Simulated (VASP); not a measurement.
A run of VASP 6.6.1:

POSCAR

```
SiC
1.0
    0.0000000000      2.1898725656      2.1898725656
    2.1898725656      0.0000000000      2.1898725656
    2.1898725656      2.1898725656      0.0000000000
Si C
1 1
Direct
    0.0000000000      0.0000000000      0.0000000000
    0.2500000000      0.2500000000      0.2500000000
```

Contents of INCAR.step1:

```
PREC = Accurate ; ENCUT = 520
EDIFF = 1E-6 ; ISMEAR = -1
SIGMA = 0.08 ; LREAL = False
LASPH = True ; NELM = 60
ALGO = Normal ; ISIF = 2
LWAVE = False ; LCHARG = True
GGA = PE ; NBANDS = 11
```

The input KPOINTS.step1:

```
regular mesh
0
Gamma
  16 16 16
```

INCAR.step2

```
PREC = Accurate ; ENCUT = 520
EDIFF = 1E-6 ; ISMEAR = -5
SIGMA = 0.08 ; LREAL = False
LASPH = True ; NELM = 60
ALGO = Normal ; ISIF = 2
LWAVE = False ; LCHARG = False
GGA = PE ; LORBIT = 11
NEDOS = 1001 ; ICHARG = 11
```

The input KPOINTS.step2:

```
regular mesh
0
Gamma
  24 24 24
```

Potentials or basis: VASP PAW PBE potentials, release 64 (Si, C).

Launch:

```console
$ cat potpaw_PBE.64/Si/POTCAR potpaw_PBE.64/C/POTCAR > POTCAR
$ cp INCAR.step1 INCAR
$ cp KPOINTS.step1 KPOINTS
$ mpirun -np 1 vasp_std > vasp.out
$ cp INCAR.step2 INCAR
$ cp KPOINTS.step2 KPOINTS
$ mpirun -np 1 vasp_std > vasp.out
```

Hardware: 1 thread of Intel(R) Xeon(R) 6975P-C (Granite Rapids), with other jobs on the host.

Q: Estimate the wall time of this run.

A: Run time: 26 s on 1 thread of Intel(R) Xeon(R) 6975P-C (Granite Rapids), on a shared host, peak memory 0.19 GiB. Counts: k points 413.
